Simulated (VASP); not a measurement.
Input of a VASP 6.6.1 run:

File INCAR:

```
  PREC = Accurate
  ENCUT = 500
  EDIFF = 1E-6
  ISMEAR = 0
  SIGMA = 0.2
  LREAL = False
  LASPH = True
  NELM = 120
  ALGO = Normal
  ISIF = 2
  LWAVE = False
  LCHARG = True
  GGA = PE
  LELF = True
  LVHAR = True
  NBANDS = 21
  GGA_COMPAT = False
```

File KPOINTS:

```
Automatic mesh
0
Gamma
  4 4 3
```

The input POSCAR:

```
Si3Cl2
1.0
    4.9485671389     -0.0000000028      0.0000000000
   -2.4742835670      4.2855848560      0.0000000000
    0.0000000000      0.0000000000      6.4770976173
Si Cl
3 2
Direct
    0.8369782045      0.1630217955      0.7699782969
    0.8369782045      0.6739564089      0.7699782969
    0.3260435911      0.1630217955      0.7699782969
    0.3333333333      0.6666666667      1.0897970130
    0.0000000000      0.0000000000      0.4448142062
```

Potentials or basis: VASP PAW PBE potentials, release 64 (Si, Cl).

The run is started by

```sh
$ cat potpaw_PBE.64/Si/POTCAR potpaw_PBE.64/Cl/POTCAR > POTCAR
$ mpirun -np 1 vasp_std > vasp.out
```

(1) Estimate the largest force.

(2) What does it give for the pressure?

(3) Predict the band gap on the k mesh.

## Answers

(1) 0.058 eV/Å.

(2) 0.2 GPa.

(3) zero (bands 13 and 14 overlap by 1.41 eV).

Caveat: the k points lie up to 0.37 Å⁻¹ apart, too coarse for converged energies and pressures of a metal.
